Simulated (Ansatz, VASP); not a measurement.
**One calculation of HfC, two programs**

The input INCAR:

```
PREC = Accurate
ENCUT = 520
EDIFF = 1E-6
ISMEAR = 0
SIGMA = 0.15
LREAL = False
LASPH = True
NELM = 60
ALGO = Normal
ISIF = 2
LWAVE = False
LCHARG = True
GGA = PS
LELF = True
LVHAR = True
NBANDS = 14
```

KPOINTS

```
Automatic mesh
0
Gamma
  20 20 20
```

POSCAR

```
HfC
1.0
    1.2302358153      3.0755895382      3.0755895382
    3.0755895382      1.2302358153      3.0755895382
    3.0755895382      3.0755895382      1.2302358153
Hf C
1 1
Direct
    0.5000000000      0.5000000000      0.5000000000
    0.0000000000      0.0000000000      0.0000000000
```

Input for Ansatz:

```yaml
crystal:
  lattice:
    - [1.2302358153, 3.0755895382, 3.0755895382]
    - [3.0755895382, 1.2302358153, 3.0755895382]
    - [3.0755895382, 3.0755895382, 1.2302358153]
  atoms:
    - { symbol: Hf, position: [0.5, 0.5, 0.5] }
    - { symbol: C, position: [0.0, 0.0, 0.0] }
basis:
  ecutwfc: 420
kpoints:
  mp_grid: { grid: [20, 20, 20] }
hamiltonian:
  xc: pbesol
scf:
  occupations: { method: gaussian, width: 0.15 }
output:
  forces: true
  stress: true
  eigenvalues: true
```

Alike in both runs: task single point; functional PBEsol; k mesh 20 × 20 × 20; occupations gaussian, width 0.15 eV; no spin polarisation.

```csv
,VASP,Ansatz
version,VASP 6.6.1,Ansatz 0.2.0
potentials or method,"VASP PAW PBE potentials, release 64 (Hf_pv, C), cutoff 520 eV","scalar-relativistic, plane waves, PAW"
valence electrons in the cell,14,30
```

Ansatz gave:

| Property | Result |
| --- | --- |
| gap on the k mesh at the Fermi level (eV) | none |
| pressure (GPa) | 9.9 |
| traceless stress, the component that is largest in VASP (GPa) | -35.14 |

Problem. Which values does VASP return?

Solution. gap on the k mesh at the Fermi level (eV): none; pressure (GPa): 8.8; traceless stress, the component that is largest in VASP (GPa): -34.96.

VASP's potentials were made for PBE, not for PBEsol. A gap of «none» marks a metal or a gap that the smearing closes. VASP's potentials hold 14 valence electrons a cell and Ansatz's 30, so a difference there can come from the potentials and not from the codes.

Spin-orbit coupling is off throughout.
